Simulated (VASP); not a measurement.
A run of VASP 6.6.1:

The input INCAR:

```
ALGO = Normal
EDIFF = 1E-6
ENCUT = 520
GGA = PE
ISIF = 2
ISMEAR = 0
LASPH = True
LCHARG = False
LREAL = False
LWAVE = False
NBANDS = 24
NELM = 100
PREC = Accurate
SIGMA = 0.05
```

The input KPOINTS:

```
k-points
0
Gamma
  6 6 6
```

POSCAR

```
KMgF3
1.0
    3.9859000000      0.0000000000      0.0000000000
    0.0000000000      3.9859000000      0.0000000000
    0.0000000000      0.0000000000      3.9859000000
K Mg F
1 1 3
Direct
    0.5000000000      0.5000000000      0.5000000000
    0.0000000000      0.0000000000      0.0062721092
    0.5000000000      0.0000000000      0.0000000000
    0.0000000000      0.5000000000      0.0000000000
    0.0000000000      0.0000000000      0.5000000000
```

Potentials or basis: VASP PAW PBE potentials, release 64 (K_sv, Mg, F).

Command:

```sh
$ cat potpaw_PBE.64/K_sv/POTCAR potpaw_PBE.64/Mg/POTCAR potpaw_PBE.64/F/POTCAR > POTCAR
$ mpirun -np 1 vasp_std > vasp.out
```

Hardware: 1 thread of AMD EPYC 7R13, with other jobs on the host.

Question: How long does it take, and how much memory?

Answer: Run time: 100 s on 1 thread of AMD EPYC 7R13, with other jobs on the host, peak memory 0.17 GiB. Counts: scf iterations 13, k points 40.
